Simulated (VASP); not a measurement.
CsMgF3, 5 atoms in the cell. It takes space group Pm-3m (No. 221, cubic). Conventional cell: a = 4.252 Å, b = 4.252 Å, c = 4.252 Å, α = 90.00°, β = 90.00°, γ = 90.00°. Within 4.0 Å of Cs (site symmetry m-3m) lie 12 F at 3.01 Å and 8 Mg at 3.68 Å. Mg (site symmetry m-3m) has 6 F at 2.13 Å within 2.8 Å. Within 2.8 Å of F (site symmetry 4/mmm) lie 2 Mg at 2.13 Å. 

```yaml
Program: VASP 6.6.1
Task: single point
Functional: PBEsol
Dispersion: D3(BJ)
Potentials_or_basis: VASP PAW PBE potentials, release 64 (Cs_sv, Mg, F)
Cutoff: 600 eV
k_mesh: 3 × 3 × 3
Occupations: gaussian, width 0.01 eV
Spin: no spin polarisation
Dipole_correction: no
Further_INCAR_settings: ALGO = Normal; EDIFF = 1e-06; NBANDS = 24
```

Potentials or basis: VASP PAW PBE potentials, release 64 (Cs_sv, Mg, F).

Run with:

```sh
$ cat potpaw_PBE.64/Cs_sv/POTCAR potpaw_PBE.64/Mg/POTCAR potpaw_PBE.64/F/POTCAR > POTCAR
$ mpirun -np 1 vasp_std > vasp.out
```

Hardware: 1 thread of AMD EPYC 7R13, with other jobs on the host.

Question: How long does it take, and how much memory?

Answer: It took 26 s on 1 thread of AMD EPYC 7R13, on a shared host, peak memory 0.21 GiB. Counts: scf iterations 12, k points 4.
